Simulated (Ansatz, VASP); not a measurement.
**Two plane-wave programs on SiC**

POSCAR

```
SiC
1.0
    0.0000000000      2.1560477500      2.1560477500
    2.1560477500      0.0000000000      2.1560477500
    2.1560477500      2.1560477500      0.0000000000
Si C
1 1
Direct
    0.2500000000      0.2500000000      0.2500000000
    0.0000000000      0.0000000000      0.0000000000
```

INCAR.step1

```
  ALGO = Normal
  EDIFF = 1E-5
  ENCUT = 660
  GGA = PE
  GGA_COMPAT = False
  ISMEAR = 0
  LASPH = True
  LCHARG = False
  LREAL = False
  LWAVE = True
  NBANDS = 11
  NELM = 120
  PREC = Accurate
  SIGMA = 0.01
```

The input INCAR.step2:

```
  ALGO = Normal
  EDIFF = 1E-6
  ENCUT = 660
  GGA_COMPAT = False
  ISIF = 2
  ISMEAR = 0
  ISTART = 1
  LASPH = True
  LCHARG = True
  LELF = True
  LMIXTAU = True
  LREAL = False
  LVHAR = True
  LWAVE = False
  METAGGA = R2SCAN
  NBANDS = 11
  NELM = 120
  PREC = Accurate
  SIGMA = 0.01
```

File KPOINTS:

```
k-points
0
Gamma
  8 8 8
```

Input for Ansatz:

```yaml
crystal:
  lattice:
    - [0.0, 2.15604775, 2.15604775]
    - [2.15604775, 0.0, 2.15604775]
    - [2.15604775, 2.15604775, 0.0]
  atoms:
    - { symbol: Si, position: [0.25, 0.25, 0.25] }
    - { symbol: C, position: [0.0, 0.0, 0.0] }
kpoints:
  mp_grid: { grid: [8, 8, 8] }
hamiltonian:
  xc: r2scan
scf:
  occupations: { method: fixed }
  n_extra_bands: 4
output:
  forces: true
  stress: true
  eigenvalues: true
```

Alike in both runs: task single point; functional r2SCAN; k mesh 8 × 8 × 8; no spin polarisation.

```csv
,VASP,Ansatz
version,VASP 6.6.1,Ansatz 0.2.0
potentials or method,"VASP PAW PBE potentials, release 64 (Si, C)","plane waves, PAW"
plane-wave cutoff (eV),660,500
occupations,"gaussian, width 0.01 eV",fixed
valence electrons in the cell,8,8
```

Ansatz gave:

* gap on the k mesh at the Fermi level (eV): 1.69
* pressure (GPa): 7.4

Problem. What did VASP give for the same quantities?

Solution. gap on the k mesh at the Fermi level (eV): 1.71; pressure (GPa): 7.0.

VASP's potentials were made for PBE, not for r2SCAN.
